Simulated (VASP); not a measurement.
# MnS (Fm-3m) in VASP: notebook

MnS is run at these levels: PBE; tasks: single point.

Program: VASP 6.6.1. These are calculated values, not measurements. Logs are shortened: lines on timing, memory, paths and dates and some standing lists are left out, and cuts for length are marked.

**1. The cell of the first run**

It takes space group Fm-3m (No. 225, cubic). The conventional cell has a = 5.086 Å, b = 5.086 Å, c = 5.086 Å, α = 90.00°, β = 90.00°, γ = 90.00°. Within 3.4 Å of Mn (site symmetry m-3m) lie 6 S at 2.54 Å. Within 3.4 Å of S (site symmetry m-3m) lie 6 Mn at 2.54 Å.

**2. Single point, PBE, collinear spin, ferromagnetic start (16.45 Å³/atom)**

Contents of INCAR:

```
SYSTEM = MnS
ALGO = Fast
EDIFF = 1E-7
ENCUT = 520
GGA = PE
ISIF = 2
ISMEAR = 0
ISPIN = 2
LASPH = .True.
LCHARG = .False.
LMAXMIX = 4
LORBIT = 11
LREAL = .False.
LWAVE = .False.
MAGMOM = 4.4 0
NBANDS = 20
NELM = 150
PREC = Accurate
SIGMA = 0.05
```

Contents of KPOINTS:

```
k-points
0
Gamma
  12 12 12
  0 0 0
```

Contents of POSCAR:

```
MnS
1.0
    0.0000000000      2.5431237785      2.5431237785
    2.5431237785      0.0000000000      2.5431237785
    2.5431237785      2.5431237785      0.0000000000
Mn S
1 1
Direct
    0.0000000000      0.0000000000      0.0000000000
    0.5000000000      0.5000000000      0.5000000000
```

Potentials or basis: VASP PAW PBE potentials, release 64 (Mn_pv, S).

Started as:

```console
$ cat potpaw_PBE.64/Mn_pv/POTCAR potpaw_PBE.64/S/POTCAR > POTCAR
$ mpirun -np 1 vasp_std > vasp.out
```

OUTCAR:

```text
SYSTEM = MnS
   EDIFF = 1E-7
   ENCUT = 520
   GGA = PE
   ISIF = 2
   ISMEAR = 0
   ISPIN = 2
   LASPH = .True.
   LORBIT = 11
   LREAL = .False.
   NELM = 150
   PREC = Accurate

 ion  position               nearest neighbor table
   1  0.000  0.000  0.000-   2 2.54   2 2.54   2 2.54   2 2.54   2 2.54   2 2.54
   2  0.500  0.500  0.500-   1 2.54   1 2.54   1 2.54   1 2.54   1 2.54   1 2.54

  LATTYP: Found a face centered cubic cell.
 ALAT       =     5.0862475570

  Lattice vectors:

 A1 = (   0.0000000000,   2.5431237785,   2.5431237785)
 A2 = (   2.5431237785,   0.0000000000,   2.5431237785)
 A3 = (   2.5431237785,   2.5431237785,   0.0000000000)

Analysis of symmetry for initial positions (statically):
=====================================================================
 Subroutine PRICEL returns:
 Original cell was already a primitive cell.

 Routine SETGRP: Setting up the symmetry group for a
 face centered cubic supercell.

 Subroutine GETGRP returns: Found 48 space group operations
 (whereof 48 operations were pure point group operations)
 out of a pool of 48 trial point group operations.

The static configuration has the point symmetry O_h .

Analysis of symmetry for dynamics (positions and initial velocities):
=====================================================================
 Subroutine PRICEL returns:
 Original cell was already a primitive cell.

 Routine SETGRP: Setting up the symmetry group for a
 face centered cubic supercell.

 Subroutine GETGRP returns: Found 48 space group operations
 (whereof 48 operations were pure point group operations)
 out of a pool of 48 trial point group operations.

The dynamic configuration has the point symmetry O_h .

Analysis of structural, dynamic, and magnetic symmetry:
=====================================================================
 Subroutine PRICEL returns:
 Original cell was already a primitive cell.

 Routine SETGRP: Setting up the symmetry group for a
 face centered cubic supercell.

 Subroutine GETGRP returns: Found 48 space group operations
 (whereof 48 operations were pure point group operations)
 out of a pool of 48 trial point group operations.

The overall configuration has the point symmetry O_h .

 Subroutine INISYM returns: Found 48 space group operations
 (whereof 48 operations are pure point group operations),
 and found     1 'primitive' translations

----------------------------------------------------------------------------------------

                                     Primitive cell

  volume of cell :      32.8952

  direct lattice vectors                    reciprocal lattice vectors
     0.000000000  2.543123779  2.543123779    -0.196608598  0.196608598  0.196608598
     2.543123779  0.000000000  2.543123779     0.196608598 -0.196608598  0.196608598
     2.543123779  2.543123779  0.000000000     0.196608598  0.196608598 -0.196608598

  length of vectors
     3.596520138  3.596520138  3.596520138     0.340536081  0.340536081  0.340536081

  position of ions in fractional coordinates (direct lattice)
     0.000000000  0.000000000  0.000000000
     0.500000000  0.500000000  0.500000000

  ion indices of the primitive-cell ions
   primitive index   ion index
                 1           1
                 2           2

----------------------------------------------------------------------------------------

 KPOINTS: k-points

Automatic generation of k-mesh.
 Grid dimensions read from file:
 generate k-points for:   12   12   12

 Generating k-lattice:

  Cartesian coordinates                     Fractional coordinates (reciprocal lattice)
    -0.016384050  0.016384050  0.016384050     0.083333333  0.000000000  0.000000000
     0.016384050 -0.016384050  0.016384050     0.000000000  0.083333333  0.000000000
     0.016384050  0.016384050 -0.016384050     0.000000000  0.000000000  0.083333333

  Length of vectors
     0.028378007  0.028378007  0.028378007

  Shift w.r.t. Gamma in fractional coordinates (k-lattice)
     0.000000000  0.000000000  0.000000000

 Subroutine IBZKPT returns following result:
 ===========================================

 Found     72 irreducible k-points:

 Following reciprocal coordinates:
            Coordinates               Weight
  0.000000  0.000000  0.000000      1.000000
  0.083333  0.000000  0.000000      8.000000
  0.166667  0.000000  0.000000      8.000000
  0.250000  0.000000  0.000000      8.000000
  0.333333  0.000000  0.000000      8.000000
  0.416667  0.000000  0.000000      8.000000
[... 16 lines left out ...]
  0.500000  0.166667  0.000000     24.000000
 -0.416667  0.166667  0.000000     24.000000
 [... further k-points ...]
   k-points           NKPTS =     72   k-points in BZ     NKDIM =     72   number of bands    NBANDS=     20
   number of dos      NEDOS =    301   number of ions     NIONS =      2
   total plane-waves  NPLWV =  21952
   dimension x,y,z NGX =    28 NGY =   28 NGZ =   28
   dimension x,y,z NGXF=    56 NGYF=   56 NGZF=   56
   ions per type =               1   1
   NGX,Y,Z   is equivalent  to a cutoff of  12.94, 12.94, 12.94 a.u.
   NGXF,Y,Z  is equivalent  to a cutoff of  25.89, 25.89, 25.89 a.u.
 SYSTEM =  MnS
   PREC   = accura    normal or accurate (medium, high low for compatibility)
   ISTART =      0    job   : 0-new  1-cont  2-samecut
   ICHARG =      2    charge: 1-file 2-atom 10-const
   ISPIN  =      2    spin polarized calculation?
   LNONCOLLINEAR =      F non collinear calculations
   LSORBIT =      F    spin-orbit coupling
   LASPH  =      T    aspherical Exc in radial PAW
   ENCUT  =  520.0 eV  38.22 Ry    6.18 a.u.   6.69  6.69  6.69*2*pi/ulx,y,z
   NELM   =    150;   NELMIN=  2; NELMDL= -5     # of ELM steps
   EDIFF  = 0.1E-06   stopping-criterion for ELM
   LREAL  =      F    real-space projection
   EDIFFG = 0.1E-05   stopping-criterion for IOM
   NSW    =      0    number of steps for IOM
   IBRION =     -1    ionic relax: 0-MD 1-quasi-New 2-CG
   NFREE  =      0    steps in history (QN), initial steepest desc. (CG)
   ISIF   =      2    stress and relaxation
   ISYM   =      2    0-nonsym 1-usesym 2-fastsym
   POTIM  = 0.5000    time-step for ionic-motion
   TEBEG  =    0.0;   TEEND  =   0.0 temperature during run
   PSTRESS=    0.0 pullay stress
   NELECT =      19.0000    total number of electrons
   NUPDOWN=      -1.0000    fix difference up-down
   EMIN   =  10.00;   EMAX   =-10.00  energy-range for DOS
   EFERMI =   0.00;   METHOD = LEGACY
   ISMEAR =     0;   SIGMA  =   0.05  broadening in eV -4-tet -1-fermi 0-gaus
   EFERMI_NEDOS =   21; number of points for ismear=-14 and -15
   IALGO  =     68    algorithm
   IMIX   =      4    mixing-type and parameters
     AMIX     =   0.40;   BMIX     =  1.00
     AMIX_MAG =   1.60;   BMIX_MAG =  1.00
  volume/ion in A,a.u.               =      16.45       110.99
  Fermi-wavevector in a.u.,A,eV,Ry     =   1.363375  2.576404 25.290378  1.858790
  Thomas-Fermi vector in A             =   2.489783
   LORBIT       =     11    0 simple, 1 ext, 2 COOP (PROOUT), +10 PAW based schemes
   GGA     = PE    functional components
   LHFCALC =     F    Hartree Fock is set to
   AEXX    =    0.0000 exact exchange contribution
   IVDW    =     0    specifies the selected vdW correction
   LEPSILON=     F    determine dielectric tensor
   LRPA    =     F    only Hartree local field effects (RPA)
 spin polarized calculation
 RMM-DIIS sequential band-by-band and
 Gauss-broadening in eV      SIGMA  =   0.05
  energy-cutoff  :      520.00
  volume of cell :       32.90
 maximum number of plane-waves:       911
   NGX = 13   NGY = 13   NGZ = 13

 number of electron      19.0000012 magnetization       4.4457362

 Free energy of the ion-electron system (eV)
  ---------------------------------------------------
  ext. energy  EPLUGINS =         0.00000000
  ---------------------------------------------------
  free energy    TOTEN  =       -14.08502764 eV

  energy without entropy =      -14.08364543  energy(sigma->0) =      -14.08433654

 E-fermi :   7.5209     XC(G=0): -11.0087

 val. band max:        7.5081790693   @ k =  -0.3333   0.2500   0.0000
 cond. band min:       7.5305144348   @ k =  -0.4167   0.3333   0.0000
 fundamental gap:      0.0223353655
 Fermi energy:         7.5209454810

 spin component 1

 k-point     1 :       0.0000    0.0000    0.0000
  band No.  band energies     occupation
      1     -43.1124      1.00000
      2     -43.1124      1.00000
      3     -43.1124      1.00000
      4      -7.6394      1.00000
      5       4.0847      1.00000
      6       4.0847      1.00000
[... 12 lines left out ...]
     19      19.5774      0.00000
     20      20.3397      0.00000

 k-point     2 :       0.0833    0.0000    0.0000
  band No.  band energies     occupation
      1     -43.1132      1.00000
      2     -43.1125      1.00000
      3     -43.1125      1.00000
      4      -7.5611      1.00000
      5       3.8752      1.00000
      6       3.8938      1.00000
[... 12 lines left out ...]
     19      18.8764      0.00000
     20      20.4923      0.00000

 k-point     3 :       0.1667    0.0000    0.0000
  band No.  band energies     occupation
      1     -43.1153      1.00000
      2     -43.1128      1.00000
      3     -43.1128      1.00000
      4      -7.3348      1.00000
      5       3.1028      1.00000
      6       3.4166      1.00000
[... 12 lines left out ...]
     19      19.2916      0.00000
     20      21.6693      0.00000

 k-point     4 :       0.2500    0.0000    0.0000
  band No.  band energies     occupation
      1     -43.1182      1.00000
      2     -43.1132      1.00000
      3     -43.1132      1.00000
      4      -6.9901      1.00000
      5       2.0112      1.00000
      6       2.9738      1.00000
[... 429 lines left out ...]
 k-point    23 :       0.5000    0.1667    0.0000
  band No.  band energies     occupation
      1     -43.1228      1.00000
      2     -43.1157      1.00000
      3     -43.1148      1.00000
      4      -6.0815      1.00000
      5       0.4110      1.00000
      6       2.1929      1.00000
[... 12 lines left out ...]
     19      22.1238      0.00000
     20      23.1281      0.00000

 k-point    24 :      -0.4167    0.1667    0.0000
  band No.  band energies     occupation
      1     -43.1230      1.00000
      2     -43.1161      1.00000
      3     -43.1145      1.00000
      4      -6.0365      1.00000
      5       0.3250      1.00000
      6       2.1875      1.00000
[... 12 lines left out ...]
     19      21.8886      0.00000
     20      23.3759      0.00000

 [... further k-points ...]

 spin component 2

 k-point     1 :       0.0000    0.0000    0.0000
  band No.  band energies     occupation
      1     -38.7975      1.00000
      2     -38.7975      1.00000
      3     -38.7975      1.00000
      4      -7.3708      1.00000
      5       5.6694      1.00000
      6       5.6694      1.00000
[... 12 lines left out ...]
     19      20.6146      0.00000
     20      21.9669      0.00000

 k-point     2 :       0.0833    0.0000    0.0000
  band No.  band energies     occupation
      1     -38.7986      1.00000
      2     -38.7977      1.00000
      3     -38.7976      1.00000
      4      -7.2953      1.00000
      5       5.0893      1.00000
      6       5.4095      1.00000
[... 12 lines left out ...]
     19      19.6483      0.00000
     20      22.0362      0.00000

 k-point     3 :       0.1667    0.0000    0.0000
  band No.  band energies     occupation
      1     -38.8014      1.00000
      2     -38.7981      1.00000
      3     -38.7981      1.00000
      4      -7.0779      1.00000
      5       3.9274      1.00000
      6       4.9140      1.00000
[... 12 lines left out ...]
     19      20.0612      0.00000
     20      22.6508      0.00000

 k-point     4 :       0.2500    0.0000    0.0000
  band No.  band energies     occupation
      1     -38.8053      1.00000
      2     -38.7986      1.00000
      3     -38.7986      1.00000
      4      -6.7489      1.00000
      5       2.6966      1.00000
      6       4.4406      1.00000
[... 429 lines left out ...]
 k-point    23 :       0.5000    0.1667    0.0000
  band No.  band energies     occupation
      1     -38.8115      1.00000
      2     -38.8018      1.00000
      3     -38.8006      1.00000
      4      -5.8821      1.00000
      5       1.0302      1.00000
      6       3.2802      1.00000
[... 12 lines left out ...]
     19      22.7673      0.00000
     20      23.8137      0.00000

 k-point    24 :      -0.4167    0.1667    0.0000
  band No.  band energies     occupation
      1     -38.8117      1.00000
      2     -38.8024      1.00000
      3     -38.8002      1.00000
      4      -5.8416      1.00000
      5       0.9545      1.00000
      6       3.2148      1.00000
[... 12 lines left out ...]
     19      22.7619      0.00000
     20      23.9120      0.00000

 [... further k-points ...]

------------------------ aborting loop because EDIFF is reached ----------------------------------------

  FORCE on cell =-STRESS in cart. coord.  units (eV):
  Direction    XX          YY          ZZ          XY          YZ          ZX
  --------------------------------------------------------------------------------------
  -------------------------------------------------------------------------------------
  Total       -0.0020317     -0.0020317     -0.0020317     -0.0000000      0.0000000     -0.0000000
  in kB       -0.0989533     -0.0989533     -0.0989533     -0.0000000      0.0000000     -0.0000000
  external PRESSURE =      -0.0989533 kB  Pullay stress =       0.0000000 kB

 VOLUME and BASIS-vectors are now :
 -----------------------------------------------------------------------------
  energy-cutoff  :      520.00
  volume of cell :       32.90
      direct lattice vectors                 reciprocal lattice vectors
     0.000000000  2.543123779  2.543123779    -0.196608598  0.196608598  0.196608598
     2.543123779  0.000000000  2.543123779     0.196608598 -0.196608598  0.196608598
     2.543123779  2.543123779  0.000000000     0.196608598  0.196608598 -0.196608598

 POSITION                                       TOTAL-FORCE (eV/Angst)
 -----------------------------------------------------------------------------------
      0.00000      0.00000      0.00000        -0.000000     -0.000000      0.000000
      2.54312      2.54312      2.54312         0.000000      0.000000     -0.000000
 -----------------------------------------------------------------------------------
    total drift:                               -0.000000      0.000000      0.000000

  FREE ENERGIE OF THE ION-ELECTRON SYSTEM (eV)
  ---------------------------------------------------
  free  energy   TOTEN  =       -14.0850276394 eV

  energy  without entropy=      -14.0836454325  energy(sigma->0) =      -14.08433654

 total charge

# of ion       s       p       d       tot
------------------------------------------
    1        0.227   6.184   4.969  11.380
    2        1.328   2.409   0.000   3.737
--------------------------------------------------
tot          1.555   8.592   4.969  15.117

 magnetization (x)

# of ion       s       p       d       tot
------------------------------------------
    1        0.052   0.041   3.974   4.067
    2        0.027   0.053   0.000   0.079
--------------------------------------------------
tot          0.079   0.094   3.974   4.146
```

It took 2.9 min on 1 thread of Oxide Virtual Turin-like, shared host; peak memory 0.19 GiB.

What came out:

```
Free energy                                           : -14.0850 eV
Pressure                                              : 0.0 GPa
Net moment                                            : 4.45 μB per cell
Site moments                                          : Mn +4.07; S +0.08 μB
Valence electrons inside the program's atomic spheres : Mn 11.38; S 3.74
```

Levels at points of the mesh, in eV from the Fermi level:
Spin up:
```tsv
k point	band 10	band 11	band 12	band 13	band 14	band 15
(0.00, 0.00, 0.00)	-2.04	-2.04	-2.04	2.21	8.70	8.70
(0.50, 0.00, 0.00)	-2.41	0.61	0.61	2.81	5.39	5.39
(0.50, 0.50, 0.00)	-2.66	-2.66	-2.10	0.97	5.52	10.71
```
Spin down:
```tsv
k point	band 3	band 4	band 5	band 6	band 7	band 8	band 9	band 10	band 11	band 12
(0.00, 0.00, 0.00)	-46.32	-14.89	-1.85	-1.85	-1.85	0.02	0.02	0.02	0.10	0.10
(0.50, 0.00, 0.00)	-46.32	-13.43	-6.94	-3.75	-3.75	1.12	1.12	1.34	3.27	3.28
(0.50, 0.50, 0.00)	-46.32	-13.27	-6.08	-3.50	-3.50	-1.23	0.58	1.39	1.39	1.55
```

Caveat: a cell with one magnetic atom can't hold antiferromagnetic order, which such compounds often take; semilocal functionals often make such compounds metallic where correlation or magnetic order opens a gap, which also shifts bond lengths. With open d or f shells a metallic result of PBE can be an artefact of self-interaction; +U or a hybrid may open a gap.

**3. Single point, PBE, collinear spin, ferromagnetic start (16.51 Å³/atom)**

This run uses another cell than the first one, of 16.51 Å³/atom.

Contents of INCAR:

```
SYSTEM = MnS
PREC = Accurate
ENCUT = 520
EDIFF = 1E-6
ISMEAR = 0
SIGMA = 0.05
LREAL = .FALSE.
LASPH = .TRUE.
NELM = 150
ALGO = Normal
ISIF = 2
LWAVE = .FALSE.
LCHARG = .TRUE.
ISPIN = 2
MAGMOM = 4.24 0
LORBIT = 11
LMAXMIX = 4
GGA = PE
LELF = .TRUE.
LVHAR = .TRUE.
NBANDS = 20
```

Contents of KPOINTS:

```
regular mesh
0
G
  12 12 12
  0 0 0
```

Contents of POSCAR:

```
MnS
1.0
    0.0000000000      2.5461779493      2.5461779493
    2.5461779493      0.0000000000      2.5461779493
    2.5461779493      2.5461779493      0.0000000000
Mn S
1 1
Direct
    0.0000000000      0.0000000000      0.0000000000
    0.5000000000      0.5000000000      0.5000000000
```

Potentials or basis: VASP PAW PBE potentials, release 64 (Mn_pv, S).

Started as:

```console
$ cat potpaw_PBE.64/Mn_pv/POTCAR potpaw_PBE.64/S/POTCAR > POTCAR
$ mpirun -np 1 vasp_std > vasp.out
```

Run time: 2.1 min. Hardware: 1 thread of Oxide Virtual Turin-like, shared host; peak memory 0.19 GiB.

The run converged. Its results:

```yaml
Free_energy: -14.0850 eV
Pressure: -0.2 GPa
Net_moment: 4.46 μB per cell
Site_moments: Mn +4.08; S +0.08 μB
Valence_electrons_inside_the_program's_atomic_spheres: Mn 11.38; S 3.74
```

Levels at points of the mesh, in eV from the Fermi level:
Spin up:
```tsv
k point	band 10	band 11	band 12	band 13	band 14	band 15
(0.00, 0.00, 0.00)	-2.04	-2.04	-2.04	2.18	8.69	8.69
(0.50, 0.00, 0.00)	-2.42	0.59	0.59	2.81	5.38	5.38
(0.50, 0.50, 0.00)	-2.67	-2.67	-2.11	0.96	5.51	10.68
```
Spin down:
| k point | band 3 | band 4 | band 5 | band 6 | band 7 | band 8 | band 9 | band 10 | band 11 | band 12 |
| --- | --- | --- | --- | --- | --- | --- | --- | --- | --- | --- |
| (0.00, 0.00, 0.00) | -46.32 | -14.87 | -1.85 | -1.85 | -1.85 | 0.03 | 0.03 | 0.03 | 0.11 | 0.11 |
| (0.50, 0.00, 0.00) | -46.32 | -13.42 | -6.92 | -3.74 | -3.74 | 1.12 | 1.12 | 1.34 | 3.27 | 3.27 |
| (0.50, 0.50, 0.00) | -46.32 | -13.25 | -6.06 | -3.49 | -3.49 | -1.21 | 0.59 | 1.39 | 1.39 | 1.55 |

Caveat: a cell with one magnetic atom can't hold antiferromagnetic order, which such compounds often take; semilocal functionals often make such compounds metallic where correlation or magnetic order opens a gap, which also shifts bond lengths. With open d or f shells a metallic result of PBE can be an artefact of self-interaction; +U or a hybrid may open a gap.
